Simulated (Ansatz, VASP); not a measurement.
**Sc2BP3: VASP beside Ansatz**

```xyz
6
Lattice="3.3047 0.0000 0.0000 0.0000 3.3047 0.0000 0.0000 0.0000 8.2565" Properties=species:S:1:pos:R:3 pbc="T T T"
Sc    1.6523    1.6523    2.5193
Sc    1.6523    1.6523    5.7372
B     1.6523    1.6523    0.0000
P     0.0000    0.0000    7.1769
P     0.0000    0.0000    1.0796
P     0.0000    0.0000    4.1283
```

Change from the starting cell: species swapped into the Li3Tl2Cd type (P4/mmm, No. 123).

Alike in both runs: task single point; functional PBE; k mesh 6 × 6 × 2; occupations gaussian, width 0.1 eV; collinear spin.

```csv
,VASP,Ansatz
version,VASP 6.6.1,Ansatz 0.2.0
potentials or method,"VASP PAW PBE potentials, release 64 (Sc_sv, B, P), cutoff 520 eV","scalar-relativistic, plane waves, PAW"
valence electrons in the cell,40,40
```

```csv
,VASP,Ansatz,Ansatz less VASP
gap on the k mesh at the Fermi level (eV),none,none,-
pressure (GPa),0.3,0.2,-0.08
"traceless stress, the component that is largest in VASP (GPa)",0.03,0.11,+0.074
rms of the force components (eV/Å),0.035,0.014,-0.0207
net moment per atom (μB),0.00,0.00,0.000
```

Atom by atom the forces differ by 0.022 eV/Å (rms over components). A gap of «none» marks a metal or a gap that the smearing closes. Ansatz's warnings: seeded moment not kept.

The k mesh is coarse, so the values compare programs but aren't converged.
